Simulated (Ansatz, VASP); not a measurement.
# Pb: VASP beside Ansatz

```xyz
26
Lattice="-7.4013 -7.4013 0.0000 -7.4013 0.0000 -7.4013 0.0000 -7.4013 -7.4013" Properties=species:S:1:pos:R:3 pbc="T T T"
Pb   -7.3609   -7.3609   -9.8684
Pb   -4.9746   -4.9746   -9.8684
Pb   -7.3609   -9.8684   -7.3609
Pb   -4.9172   -7.4184   -7.4184
Pb   -2.4671   -4.9746   -7.3609
Pb   -4.9746   -9.8684   -4.9746
Pb   -2.4671   -7.3609   -4.9746
Pb   -0.0170   -4.9172   -4.9172
Pb   -9.8684   -7.3609   -7.3609
Pb   -7.4184   -4.9172   -7.4184
Pb   -4.9746   -2.4671   -7.3609
Pb   -7.4184   -7.4184   -4.9172
Pb   -4.9172   -4.9172   -4.9172
Pb   -2.4671   -2.4671   -4.9311
Pb   -4.9746   -7.3609   -2.4671
Pb   -2.4671   -4.9311   -2.4671
Pb   -0.0031   -2.4671   -2.4671
Pb   -9.8684   -4.9746   -4.9746
Pb   -7.3609   -2.4671   -4.9746
Pb   -4.9172   -0.0170   -4.9172
Pb   -7.3609   -4.9746   -2.4671
Pb   -4.9311   -2.4671   -2.4671
Pb   -2.4671   -0.0031   -2.4671
Pb   -4.9172   -4.9172   -0.0170
Pb   -2.4671   -2.4671   -0.0031
Pb   -0.0170   -0.0170   -0.0170
```

Change from the starting cell: Pb vacancy (site a), charge +0, atoms relaxed at the host's cell.

Alike in both runs: functional PBEsol; k mesh 3 × 3 × 3; occupations gaussian, width 0.1 eV; no spin polarisation.

Ansatz relaxed the structure, and its values are those at the end. VASP's run is a single point on that final structure, the one shown.

|  | VASP | Ansatz |
| --- | --- | --- |
| version | VASP 6.6.1 | Ansatz 0.2.0 |
| potentials or method | VASP PAW PBE potentials, release 64 (Pb_d), cutoff 400 eV | scalar-relativistic, plane waves, PAW |
| valence electrons in the cell | 364 | 364 |

|  | VASP | Ansatz | Ansatz less VASP |
| --- | --- | --- | --- |
| gap on the k mesh at the Fermi level (eV) | none | none | - |
| rms of the force components (eV/Å) | 0.006 | 0.006 | +0.0001 |

VASP's potentials were made for PBE, not for PBEsol. A gap of «none» marks a metal or a gap that the smearing closes.

Spin-orbit coupling is off throughout.
